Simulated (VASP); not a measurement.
# Ni2H (P-3m1) in VASP: a series of runs

Runs on Ni2H. Level: LDA. Tasks: single point.

Program: VASP 6.6.1. These are calculated values, not measurements. Logs are shortened: lines on timing, memory, paths and dates and some standing lists are left out, and cuts for length are marked.

## (1) The cell of the first run

The structure is trigonal, space group P-3m1 (No. 164). The conventional cell has a = 2.491 Å, b = 2.491 Å, c = 4.118 Å, α = 90.00°, β = 90.00°, γ = 120.00°. Ni (site symmetry 3m) has 3 H at 1.79 Å within 2.4 Å. H (site symmetry -3m) has 6 Ni at 1.79 Å within 2.4 Å.

## (2) Single point, LDA

Contents of INCAR:

```
PREC = Accurate
ENCUT = 520
EDIFF = 1E-6
ISMEAR = -1
SIGMA = 0.15
LREAL = False
LASPH = True
NELM = 60
ALGO = Normal
ISIF = 2
LWAVE = False
LCHARG = False
NBANDS = 18
```

Contents of KPOINTS:

```
regular mesh
0
Gamma
  18 18 10
```

Contents of POSCAR:

```
Ni2H
1.0
    2.4908983382      0.0000000000      0.0000000000
   -1.2454491691      2.1571812392      0.0000000000
    0.0000000000      0.0000000000      4.1176966729
Ni H
2 1
Direct
    0.3333333333      0.6666666667      0.2595512646
    0.6666666667      0.3333333333      0.7404487354
    0.0000000000      0.0000000000      0.0000000000
```

Potentials or basis: VASP PAW LDA potentials, release 64 (Ni, H).

Started as:

```console
cat potpaw_LDA.64/Ni/POTCAR potpaw_LDA.64/H/POTCAR > POTCAR
mpirun -np 1 vasp_std > vasp.out
```

OUTCAR:

```text
PREC = Accurate
   ENCUT = 520
   EDIFF = 1E-6
   ISMEAR = -1
   LREAL = False
   LASPH = True
   NELM = 60
   ISIF = 2

 ion  position               nearest neighbor table
   1  0.333  0.667  0.260-   3 1.79   3 1.79   3 1.79   2 2.45   2 2.45   2 2.45   2 2.58   2 2.58
                             2 2.58
   2  0.667  0.333  0.740-   3 1.79   3 1.79   3 1.79   1 2.45   1 2.45   1 2.45   1 2.58   1 2.58
                             1 2.58
   3  0.000  0.000  0.000-   1 1.79   2 1.79   2 1.79   1 1.79   2 1.79   1 1.79

  LATTYP: Found a hexagonal cell.
 ALAT       =     2.4908983382
 C/A-ratio  =     1.6530970412

  Lattice vectors:

 A1 = (   2.4908983382,   0.0000000000,   0.0000000000)
 A2 = (  -1.2454491691,   2.1571812392,   0.0000000000)
 A3 = (   0.0000000000,   0.0000000000,   4.1176966729)

Analysis of symmetry for initial positions (statically):
=====================================================================
 Subroutine PRICEL returns:
 Original cell was already a primitive cell.

 Routine SETGRP: Setting up the symmetry group for a
 hexagonal supercell.

 Subroutine GETGRP returns: Found 12 space group operations
 (whereof 12 operations were pure point group operations)
 out of a pool of 24 trial point group operations.

The static configuration has the point symmetry D_3d.

Analysis of symmetry for dynamics (positions and initial velocities):
=====================================================================
 Subroutine PRICEL returns:
 Original cell was already a primitive cell.

 Routine SETGRP: Setting up the symmetry group for a
 hexagonal supercell.

 Subroutine GETGRP returns: Found 12 space group operations
 (whereof 12 operations were pure point group operations)
 out of a pool of 24 trial point group operations.

The dynamic configuration has the point symmetry D_3d.

 Subroutine INISYM returns: Found 12 space group operations
 (whereof 12 operations are pure point group operations),
 and found     1 'primitive' translations

----------------------------------------------------------------------------------------

                                     Primitive cell

  volume of cell :      22.1257

  direct lattice vectors                    reciprocal lattice vectors
     2.490898338  0.000000000  0.000000000     0.401461587  0.231783955  0.000000000
    -1.245449169  2.157181239  0.000000000     0.000000000  0.463567911  0.000000000
     0.000000000  0.000000000  4.117696673     0.000000000  0.000000000  0.242854217

  length of vectors
     2.490898338  2.490898338  4.117696673     0.463567911  0.463567911  0.242854217

  position of ions in fractional coordinates (direct lattice)
     0.333333333  0.666666667  0.259551265
     0.666666667  0.333333333  0.740448735
     0.000000000  0.000000000  0.000000000

  ion indices of the primitive-cell ions
   primitive index   ion index
                 1           1
                 2           2
                 3           3

----------------------------------------------------------------------------------------

 KPOINTS: regular mesh

Automatic generation of k-mesh.
 Grid dimensions read from file:
 generate k-points for:   18   18   10

 Generating k-lattice:

  Cartesian coordinates                     Fractional coordinates (reciprocal lattice)
     0.022303422  0.012876886  0.000000000     0.055555556  0.000000000  0.000000000
     0.000000000  0.025753773  0.000000000     0.000000000  0.055555556  0.000000000
     0.000000000  0.000000000  0.024285422     0.000000000  0.000000000  0.100000000

  Length of vectors
     0.025753773  0.025753773  0.024285422

  Shift w.r.t. Gamma in fractional coordinates (k-lattice)
     0.000000000  0.000000000  0.000000000

 Subroutine IBZKPT returns following result:
 ===========================================

 Found    330 irreducible k-points:

 Following reciprocal coordinates:
            Coordinates               Weight
  0.000000  0.000000  0.000000      1.000000
  0.055556 -0.000000  0.000000      6.000000
  0.111111 -0.000000  0.000000      6.000000
  0.166667  0.000000  0.000000      6.000000
  0.222222  0.000000  0.000000      6.000000
  0.277778  0.000000  0.000000      6.000000
[... 16 lines left out ...]
  0.333333  0.111111  0.000000     12.000000
  0.388889  0.111111  0.000000     12.000000
 [... further k-points ...]
   k-points           NKPTS =    330   k-points in BZ     NKDIM =    330   number of bands    NBANDS=     18
   number of dos      NEDOS =    301   number of ions     NIONS =      3
   total plane-waves  NPLWV =  12800
   dimension x,y,z NGX =    20 NGY =   20 NGZ =   32
   dimension x,y,z NGXF=    40 NGYF=   40 NGZF=   64
   ions per type =               2   1
   NGX,Y,Z   is equivalent  to a cutoff of  13.35, 13.35, 12.92 a.u.
   NGXF,Y,Z  is equivalent  to a cutoff of  26.70, 26.70, 25.84 a.u.
 SYSTEM =  unknown system
   PREC   = accura    normal or accurate (medium, high low for compatibility)
   ISTART =      0    job   : 0-new  1-cont  2-samecut
   ICHARG =      2    charge: 1-file 2-atom 10-const
   ISPIN  =      1    spin polarized calculation?
   LNONCOLLINEAR =      F non collinear calculations
   LSORBIT =      F    spin-orbit coupling
   LASPH  =      T    aspherical Exc in radial PAW
   ENCUT  =  520.0 eV  38.22 Ry    6.18 a.u.   4.63  4.63  7.66*2*pi/ulx,y,z
   NELM   =     60;   NELMIN=  2; NELMDL= -5     # of ELM steps
   EDIFF  = 0.1E-05   stopping-criterion for ELM
   LREAL  =      F    real-space projection
[... 7 lines left out ...]
   TEBEG  =    0.0;   TEEND  =   0.0 temperature during run
   PSTRESS=    0.0 pullay stress
   NELECT =      21.0000    total number of electrons
   NUPDOWN=      -1.0000    fix difference up-down
   EMIN   =  10.00;   EMAX   =-10.00  energy-range for DOS
   EFERMI =   0.00;   METHOD = LEGACY
   ISMEAR =    -1;   SIGMA  =   0.15  broadening in eV -4-tet -1-fermi 0-gaus
   EFERMI_NEDOS =   21; number of points for ismear=-14 and -15
   IALGO  =     38    algorithm
   IMIX   =      4    mixing-type and parameters
     AMIX     =   0.40;   BMIX     =  1.00
     AMIX_MAG =   1.60;   BMIX_MAG =  1.00
  volume/ion in A,a.u.               =       7.38        49.77
  Fermi-wavevector in a.u.,A,eV,Ry     =   1.608850  3.040286 35.217304  2.588399
  Thomas-Fermi vector in A             =   2.704654
   LORBIT       =      0    0 simple, 1 ext, 2 COOP (PROOUT), +10 PAW based schemes
   GGA     = CA    functional components
   LHFCALC =     F    Hartree Fock is set to
   AEXX    =    0.0000 exact exchange contribution
   IVDW    =     0    specifies the selected vdW correction
   LEPSILON=     F    determine dielectric tensor
   LRPA    =     F    only Hartree local field effects (RPA)
 non-spin polarized calculation
  energy-cutoff  :      520.00
  volume of cell :       22.13
 maximum number of plane-waves:       612
 NGX is ok and might be reduce to    20
   NGX =  9   NGY =  9   NGZ = 15

 number of electron      20.9999983 magnetization

 Free energy of the ion-electron system (eV)
  ---------------------------------------------------
  ext. energy  EPLUGINS =         0.00000000
  ---------------------------------------------------
  free energy    TOTEN  =       -17.03620499 eV

  energy without entropy =      -16.80737209  energy(sigma->0) =      -16.92178854

 E-fermi :   9.8193     XC(G=0): -13.9320

 val. band max:        9.8169791408   @ k =   0.0000   0.1111   0.2000
 cond. band min:       9.8318097596   @ k =   0.4444   0.0000   0.2000
 fundamental gap:      0.0148306188
 Fermi energy:         9.8193165120

 k-point     1 :       0.0000    0.0000    0.0000
  band No.  band energies     occupation
      1      -1.9516      2.00000
      2       4.8041      2.00000
      3       6.7193      2.00000
      4       7.6817      2.00000
      5       7.6817      2.00000
      6       7.7182      2.00000
[... 10 lines left out ...]
     17      33.3064      0.00000
     18      33.3214      0.00000

 k-point     2 :       0.0556   -0.0000    0.0000
  band No.  band energies     occupation
      1      -1.8564      2.00000
      2       4.8795      2.00000
      3       6.6249      2.00000
      4       7.5152      2.00000
      5       7.7307      2.00000
      6       7.8366      2.00000
[... 10 lines left out ...]
     17      33.4262      0.00000
     18      34.2823      0.00000

 k-point     3 :       0.1111   -0.0000    0.0000
  band No.  band energies     occupation
      1      -1.5747      2.00000
      2       5.0937      2.00000
      3       6.3807      2.00000
      4       7.3288      2.00000
      5       7.8272      2.00000
      6       7.8735      2.00000
[... 10 lines left out ...]
     17      33.3004      0.00000
     18      33.7383      0.00000

 k-point     4 :       0.1667    0.0000    0.0000
  band No.  band energies     occupation
      1      -1.1196      2.00000
      2       5.4053      2.00000
      3       6.0813      2.00000
      4       7.1354      2.00000
      5       7.6827      2.00000
      6       8.0794      1.99998
[... 10 lines left out ...]
     17      31.5657      0.00000
     18      33.7128      0.00000

 k-point     5 :       0.2222    0.0000    0.0000
  band No.  band energies     occupation
      1      -0.5148      2.00000
      2       5.7056      2.00000
      3       5.8183      2.00000
      4       6.9596      2.00000
      5       7.5292      2.00000
      6       8.0038      1.99999
[... 10 lines left out ...]
     17      29.9331      0.00000
     18      32.3036      0.00000

 k-point     6 :       0.2778    0.0000    0.0000
  band No.  band energies     occupation
      1       0.1997      2.00000
      2       5.5448      2.00000
      3       5.9215      2.00000
      4       6.8675      2.00000
      5       7.4375      2.00000
      6       7.8704      2.00000
[... 10 lines left out ...]
     17      28.3441      0.00000
     18      30.4124      0.00000

 k-point     7 :       0.3333    0.0000    0.0000
  band No.  band energies     occupation
      1       0.9597      2.00000
      2       5.3618      2.00000
      3       5.8976      2.00000
      4       6.8296      2.00000
      5       7.4625      2.00000
      6       7.7487      2.00000
[... 10 lines left out ...]
     17      26.5704      0.00000
     18      29.0335      0.00000

 k-point     8 :       0.3889    0.0000    0.0000
  band No.  band energies     occupation
      1       1.6660      2.00000
      2       5.2339      2.00000
      3       5.7950      2.00000
      4       6.7885      2.00000
      5       7.4893      2.00000
      6       7.6531      2.00000
[... 10 lines left out ...]
     17      24.7420      0.00000
     18      28.2065      0.00000
[... 229 lines left out ...]
     17      32.6951      0.00000
     18      32.7926      0.00000

 k-point    20 :       0.1667    0.1111    0.0000
  band No.  band energies     occupation
      1      -0.2664      2.00000
      2       5.7382      2.00000
      3       5.8988      2.00000
      4       6.8062      2.00000
      5       7.5231      2.00000
      6       7.8232      2.00000
[... 10 lines left out ...]
     17      31.2315      0.00000
     18      31.3028      0.00000

 k-point    21 :       0.2222    0.1111    0.0000
  band No.  band energies     occupation
      1       0.4249      2.00000
      2       5.5605      2.00000
      3       6.0876      2.00000
      4       6.6858      2.00000
      5       7.4378      2.00000
      6       7.7029      2.00000
[... 10 lines left out ...]
     17      29.1545      0.00000
     18      29.9579      0.00000

 k-point    22 :       0.2778    0.1111    0.0000
  band No.  band energies     occupation
      1       1.1523      2.00000
      2       5.4358      2.00000
      3       6.0455      2.00000
      4       6.6847      2.00000
      5       7.4160      2.00000
      6       7.6626      2.00000
[... 10 lines left out ...]
     17      27.0145      0.00000
     18      28.8975      0.00000

 k-point    23 :       0.3333    0.1111    0.0000
  band No.  band energies     occupation
      1       1.8153      2.00000
      2       5.3667      2.00000
      3       5.9272      2.00000
      4       6.6868      2.00000
      5       7.4049      2.00000
      6       7.6449      2.00000
[... 10 lines left out ...]
     17      25.0334      0.00000
     18      28.1399      0.00000

 k-point    24 :       0.3889    0.1111    0.0000
  band No.  band energies     occupation
      1       2.2872      2.00000
      2       5.3432      2.00000
      3       5.8389      2.00000
      4       6.6898      2.00000
      5       7.4097      2.00000
      6       7.5528      2.00000
[... 10 lines left out ...]
     17      23.4523      0.00000
     18      27.6855      0.00000

 [... further k-points ...]
[... 5 lines left out ...]
  --------------------------------------------------------------------------------------
  -------------------------------------------------------------------------------------
  Total        0.0238756      0.0238756      0.0001644     -0.0000000      0.0000000      0.0000000
  in kB        1.7288950      1.7288950      0.0119039     -0.0000000      0.0000000      0.0000000
  external PRESSURE =       1.1565646 kB  Pullay stress =       0.0000000 kB

 VOLUME and BASIS-vectors are now :
 -----------------------------------------------------------------------------
  energy-cutoff  :      520.00
  volume of cell :       22.13
      direct lattice vectors                 reciprocal lattice vectors
     2.490898338  0.000000000  0.000000000     0.401461587  0.231783955  0.000000000
    -1.245449169  2.157181239  0.000000000     0.000000000  0.463567911  0.000000000
     0.000000000  0.000000000  4.117696673     0.000000000  0.000000000  0.242854217

 POSITION                                       TOTAL-FORCE (eV/Angst)
 -----------------------------------------------------------------------------------
     -0.00000      1.43812      1.06875        -0.000000     -0.000000      0.013800
      1.24545      0.71906      3.04894         0.000000      0.000000     -0.013800
      0.00000      0.00000      0.00000        -0.000000      0.000000      0.000000
 -----------------------------------------------------------------------------------
    total drift:                                0.000000     -0.000000      0.000000

  FREE ENERGIE OF THE ION-ELECTRON SYSTEM (eV)
  ---------------------------------------------------
  free  energy   TOTEN  =       -17.0362049933 eV

  energy  without entropy=      -16.8073720910  energy(sigma->0) =      -16.92178854
```

Run time: 40 s. Hardware: 1 thread of Intel Xeon 6975P-C (Granite Rapids), shared host; peak memory 0.22 GiB.

Results:

```yaml
Free_energy: -17.0362 eV
Pressure: 0.1 GPa
Largest_force: 0.014 eV/Å
```

Forces in eV/Å, atoms in the order of the input:
```
Ni   0.000  0.000  0.014
Ni   0.000  0.000 -0.014
H    0.000  0.000  0.000
```

Stress tensor (GPa, compression positive):
```
0.17 0.00 0.00
0.00 0.17 0.00
0.00 0.00 0.00
```

## (3) Single point, LDA, collinear spin, ferromagnetic start

This run uses another cell than the first one, of 7.35 Å³/atom, 0.997 times its volume.

Contents of INCAR:

```
SYSTEM = Ni2H
PREC = Accurate
ENCUT = 520
EDIFF = 1E-7
ISMEAR = 0
SIGMA = 0.1
LREAL = .False.
LASPH = .True.
NELM = 150
ALGO = Normal
ISIF = 2
LWAVE = .False.
LCHARG = .False.
ISPIN = 2
MAGMOM = 0.16 0.16 0
LORBIT = 11
LMAXMIX = 4
GGA = CA
NBANDS = 22
```

Contents of KPOINTS:

```
regular mesh
0
Gamma
  12 12 6
  0 0 0
```

Contents of POSCAR:

```
Ni2H
1.0
    2.4853479742      0.0000000000      0.0000000000
   -1.2426739871      2.1523744829      0.0000000000
    0.0000000000      0.0000000000      4.1219693877
Ni H
2 1
Direct
    0.3333333333      0.6666666667      0.2598309180
    0.6666666667      0.3333333333      0.7401690820
    0.0000000000      0.0000000000      0.0000000000
```

Potentials or basis: VASP PAW LDA potentials, release 64 (Ni, H).

Started as:

```console
cat potpaw_LDA.64/Ni/POTCAR potpaw_LDA.64/H/POTCAR > POTCAR
mpirun -np 1 vasp_std > vasp.out
```

It took 46 s on 1 thread of Intel Xeon 6975P-C (Granite Rapids), shared host; peak memory 0.17 GiB.

It converged, with:

```
Free energy                                           : -16.9189 eV
Pressure                                              : 0.1 GPa
Largest force                                         : 0.016 eV/Å
Net moment                                            : 0.00 μB per cell
Valence electrons inside the program's atomic spheres : Ni 9.51; H 0.55
```

Forces in eV/Å, atoms in the order of the input:
```
Ni   0.000  0.000  0.016
Ni   0.000  0.000 -0.016
H    0.000  0.000  0.000
```

Levels at points of the mesh, in eV from the Fermi level:
Spin up:
| k point | band 7 | band 8 | band 9 | band 10 | band 11 | band 12 | band 13 | band 14 | band 15 | band 16 |
| --- | --- | --- | --- | --- | --- | --- | --- | --- | --- | --- |
| (0.00, 0.00, 0.00) | -1.73 | -1.73 | -1.23 | -1.23 | -0.32 | -0.32 | 4.97 | 15.76 | 23.55 | 23.64 |
| (0.50, 0.00, 0.00) | -1.71 | -0.13 | -0.13 | 0.00 | 0.74 | 2.81 | 7.79 | 8.11 | 9.37 | 12.91 |
| (0.00, 0.00, 0.50) | -2.00 | -2.00 | -0.61 | -0.61 | -0.56 | -0.56 | 11.30 | 12.07 | 17.74 | 22.60 |
| (0.50, 0.00, 0.50) | -1.17 | -0.78 | -0.06 | -0.05 | 0.45 | 0.69 | 5.90 | 5.90 | 14.01 | 16.32 |
Spin down:
```csv
k point,band 8,band 9,band 10,band 11,band 12,band 13,band 14,band 15
"(0.00, 0.00, 0.00)",-1.73,-1.23,-1.23,-0.32,-0.32,4.97,15.76,23.55
"(0.50, 0.00, 0.00)",-0.13,-0.13,0.00,0.74,2.81,7.79,8.11,9.37
"(0.00, 0.00, 0.50)",-2.00,-0.61,-0.61,-0.56,-0.56,11.30,12.07,17.74
"(0.50, 0.00, 0.50)",-0.78,-0.06,-0.05,0.45,0.69,5.90,5.90,14.01
```
